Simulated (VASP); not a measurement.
# CS2 in VASP: a series of runs, part 2 of 2

VASP 6.6.1. The steps go on from the part before.

### 4 Single point, PBE+D3(BJ)

INCAR reads:

```
SYSTEM = CS2
ALGO = Normal
EDIFF = 1E-6
ENCUT = 520
GGA = PE
ISIF = 2
ISMEAR = -1
IVDW = 12
LASPH = .True.
LCHARG = .False.
LREAL = Auto
LWAVE = .False.
NBANDS = 120
NELM = 80
PREC = Accurate
SIGMA = 0.02
```

KPOINTS reads:

```
k-points
0
Gamma
  1 1 1
  0 0 0
```

POSCAR reads:

```
CS2
1.0
   10.6265860000      0.0000000000      0.0000000000
    0.0000000000     10.6265860000      0.0000000000
    0.0000000000      0.0000000000     10.6265860000
S C
24 12
Direct
    0.5076418711      0.7085530574      0.7845228938
    0.6773577139      0.7394849108      0.5467889687
    0.2443305875      0.3289203136      0.8214020947
    0.4775569501      0.4064052180      0.6562785075
    0.2446693604      0.9510392143      0.8370797545
    0.3060343181      0.9700857830      0.5504119573
   -0.0486892027     -0.0780589363      0.6355192533
   -0.0440498952      0.1454465244      0.4423339725
    0.8013862590      0.4712614192     -0.0484068919
    1.0672665708      0.4836736841      0.0843450568
    0.4954554548      0.2085429883      0.2357577495
    0.7090612168      0.3975783003      0.2921916785
    0.5726392277     -0.0333032641      1.0155001804
    0.5589283331      0.2443964600      0.9184605479
    0.7851063361      0.7379886635      0.1545651633
    0.9815758325      0.8425189426     -0.0315529371
    0.4138394024      0.5886650708      0.3570572901
    0.4145640001      0.5579214246      0.0621742486
   -0.0601980730      0.4894610555      0.6415607044
    0.1259106170      0.4360760831      0.4212453558
    0.8581871920      0.1506410431      0.1047467173
    0.9227987239      0.1816764105     -0.1761054773
    0.0921368349      0.7363230298      0.3462918382
    0.2763634529      0.9081844348      0.1995090427
    0.5897849036      0.7175399512      0.6646913694
    0.3528414488      0.3654983830      0.7283430445
    0.2702373086      0.9555561871      0.6909745049
   -0.0499972428      0.0386483486      0.5537055833
    0.9399632205      0.4769546870      0.0041123273
    0.6049167625      0.2974332490      0.2693150933
    0.5720840164      0.1054901358      0.9651735750
    0.8912646075      0.7992406969      0.0719422023
    0.4040902694      0.5717264228      0.2075454902
    0.0312423953      0.4637049001      0.5300291175
    0.8763868283      0.1639190611     -0.0399940301
    0.1915008263      0.8102414077      0.2677247425
```

The run is started by

```sh
$ cat potpaw_PBE.64/S/POTCAR potpaw_PBE.64/C/POTCAR > POTCAR
$ mpirun -np 1 vasp_gam > vasp.out
```

Wall time 3.9 min (1 thread of Intel Xeon Platinum 8488C (Sapphire Rapids), shared host); peak memory 0.89 GiB.

The run converged. Its results:

| Quantity | Value |
| --- | --- |
| Free energy | -202.6490 eV |
| Pressure | -0.6 GPa |
| Largest force | 4.984 eV/Å |
| Band gap on the k mesh | 2.80 eV |
| Dispersion energy per atom | -0.124 eV |

Forces in eV/Å, atoms in the order of the input:
```
S   -0.234 -0.110  0.204
S   -0.605 -0.356  0.613
S    0.259  0.144 -0.710
S   -1.436 -0.524  0.258
S    0.088 -0.070 -0.869
S   -0.071 -0.124 -0.208
S   -0.120 -1.409  1.339
S   -0.217 -1.832  2.440
S    1.089  0.177  0.046
S   -1.420 -0.093 -1.322
S   -0.504 -0.500  0.292
S    0.264 -0.019  0.200
S    0.144  0.499 -0.324
S    0.287 -0.621  0.093
S    0.429  0.448  0.184
S    0.959  0.550 -0.560
S   -0.307 -0.266 -1.969
S   -0.265 -0.089  0.042
S    0.014  0.053 -0.034
S   -0.176 -0.051  0.223
S   -0.332 -0.082 -0.004
S   -0.152  0.055 -0.833
S    0.305 -0.094 -0.287
S    0.373 -0.218 -0.270
C    0.868  0.591 -0.831
C    1.021  0.358  0.163
C    0.189  0.292  1.077
C    0.259  2.973 -3.991
C    0.240  0.079  1.224
C    0.172  0.644 -0.074
C   -0.466 -0.122 -0.013
C   -1.565 -1.039  0.523
C    0.726  0.310  1.946
C    0.213 -0.148 -0.109
C    0.732 -0.017  1.052
C   -0.762  0.612  0.487
```

Stress tensor (GPa, compression positive):
```
-0.70 -0.06 -0.12
-0.06 -0.07  0.22
-0.12  0.22 -0.88
```

Levels at points of the mesh, in eV from the valence-band top:
| k point | band 92 | band 93 | band 94 | band 95 | band 96 | band 97 | band 98 | band 99 | band 100 | band 101 |
| --- | --- | --- | --- | --- | --- | --- | --- | --- | --- | --- |
| (0.00, 0.00, 0.00) | -0.24 | -0.16 | -0.15 | -0.06 | 0.00 | 2.80 | 2.89 | 2.96 | 2.99 | 3.13 |

Caveat: the k points lie up to 0.59 Å⁻¹ apart.

### 5 Single point, PBE+D3(BJ)

INCAR reads:

```
SYSTEM = CS2
PREC = Accurate ; ENCUT = 520
EDIFF = 1E-6 ; ISMEAR = -1
SIGMA = 0.02 ; LREAL = Auto
LASPH = .True. ; NELM = 80
ALGO = Normal ; ISIF = 2
LWAVE = .False. ; LCHARG = .True.
GGA = PE ; IVDW = 12
LELF = .True. ; LVHAR = .True.
NBANDS = 120
```

KPOINTS reads:

```
Automatic mesh
0
Gamma
  1 1 1
  0 0 0
```

POSCAR reads:

```
CS2
1.0
   10.6265860000      0.0000000000      0.0000000000
    0.0000000000     10.6265860000      0.0000000000
    0.0000000000      0.0000000000     10.6265860000
S C
24 12
Direct
    0.5070678391      0.7040925468      0.7934909669
    0.6706293065      0.7426373814      0.5513341726
    0.2433801411      0.2954664838      0.8094697582
    0.4679207414      0.4065651941      0.6573512886
    0.2728627990      0.9433415398      0.8364210293
    0.3048768438      0.9695117510      0.5478523394
   -0.0422807476     -0.0783506575      0.6195686931
   -0.0597840172      0.1596655784      0.4541816158
    0.8120293761      0.4659633865     -0.0441157678
    1.0785307718      0.4753455155      0.0820677497
    0.5143044059      0.2117236900      0.2224138590
    0.7013917734      0.4226851408      0.2727310540
    0.5728650763     -0.0333597263      0.9967359225
    0.5698161197      0.2481417833      0.9331595303
    0.7978950154      0.7188479913      0.1450512893
    0.9848412275      0.8405898188     -0.0405210102
    0.4295076518      0.5741731164      0.3516745642
    0.4058970586      0.5446339963      0.0578172519
   -0.0585512600      0.4761642168      0.6513286581
    0.1223723216      0.4416846577      0.4310697716
    0.8597587221      0.1658293642      0.0999850752
    0.9215659667      0.1966294725     -0.1876613994
    0.1112022243      0.7332270214      0.3394316858
    0.2986942373      0.9195050979      0.2162500732
    0.5990446979      0.7194878957      0.6745722474
    0.3489737908      0.3520697993      0.7260469167
    0.3065236568      0.9506627999      0.6961878443
   -0.0561610286      0.0345548420      0.5248816506
    0.9450918668      0.4639683902      0.0226507366
    0.5982824587      0.3224553963      0.2577874023
    0.5569992093      0.1018953783      0.9513309354
    0.8926291097      0.7804764390      0.0544483431
    0.4111950913      0.5685833625      0.2048070754
    0.0240434698      0.4453923396      0.5358729511
    0.8874534117      0.1780157804     -0.0424219030
    0.2013440629      0.8308971480      0.2797229515
```

The run is started by

```sh
$ cat potpaw_PBE.64/S/POTCAR potpaw_PBE.64/C/POTCAR > POTCAR
$ mpirun -np 1 vasp_gam > vasp.out
```

Run time: 4.3 min. Hardware: 1 thread of Intel Xeon Platinum 8488C (Sapphire Rapids), shared host; peak memory 0.87 GiB.

Results (log left out):

```yaml
Free_energy: -202.3494 eV
Pressure: 0.3 GPa
Largest_force: 2.953 eV/Å
Band_gap_on_the_k_mesh: 2.71 eV
Dispersion_energy_per_atom: -0.124 eV
```

Forces on the atoms (eV/Å):
```
S    1.483  0.075 -1.450
S    0.714 -0.010 -0.691
S   -0.288  0.033 -0.124
S   -0.654 -0.246 -0.045
S    0.163 -0.194  1.168
S    0.625 -0.281  1.358
S   -0.197  0.192 -0.686
S   -0.218  1.012 -1.104
S    1.043  0.077  0.573
S   -0.193 -0.193  0.021
S   -1.341 -1.024  0.366
S    0.816  0.937  0.477
S   -0.144 -1.735  0.209
S   -0.463 -0.741 -0.591
S   -0.593 -0.113  0.681
S    0.377  0.198 -0.317
S   -0.416  0.326 -0.935
S   -0.086  0.378  1.147
S   -0.738 -0.143  0.562
S    0.970 -0.609 -1.381
S   -0.041 -0.229  0.211
S   -0.478 -0.488  1.731
S   -0.300  0.085  0.135
S    0.118  0.286 -0.136
C   -2.098 -0.075  2.078
C    0.847  0.194 -0.034
C   -0.829  0.596 -2.456
C    0.377 -1.398  1.720
C   -0.937  0.459 -0.777
C    0.689 -0.069 -0.151
C    0.738  2.364 -0.050
C    0.090  0.214 -0.188
C    0.332 -0.539 -0.148
C   -0.142  0.779  0.833
C    0.690  0.086 -1.827
C    0.084 -0.207 -0.176
```

Stress tensor (GPa, compression positive):
```
 0.20  0.23 -0.42
 0.23  1.11 -0.04
-0.42 -0.04 -0.32
```

Levels at points of the mesh, in eV from the valence-band top:
| k point | band 93 | band 94 | band 95 | band 96 | band 97 | band 98 | band 99 | band 100 |
| --- | --- | --- | --- | --- | --- | --- | --- | --- |
| (0.00, 0.00, 0.00) | -0.26 | -0.24 | -0.09 | 0.00 | 2.71 | 2.78 | 2.91 | 2.93 |

Caveat: the k points lie up to 0.59 Å⁻¹ apart.

### 6 The runs side by side

```csv
cell,gap on the mesh (eV),pressure (GPa),largest force (eV/Å)
"as given, atomic positions A",3.03,-0.6,0.29
"as given, atomic positions B",2.89,-0.4,2.94
"as given, atomic positions C",2.80,-0.6,4.98
"as given, atomic positions D",2.71,0.3,2.95
```

Alike in all rows: task single point; level PBE+D3(BJ); potentials or basis VASP PAW PBE potentials, release 64 (S, C); no spin polarisation; k mesh 1 × 1 × 1; cutoff (eV) 520; smearing fermi-dirac 0.02 eV.

Caveats: all runs use coarse meshes.

Absolute energies hang on the potentials; compare differences alone.
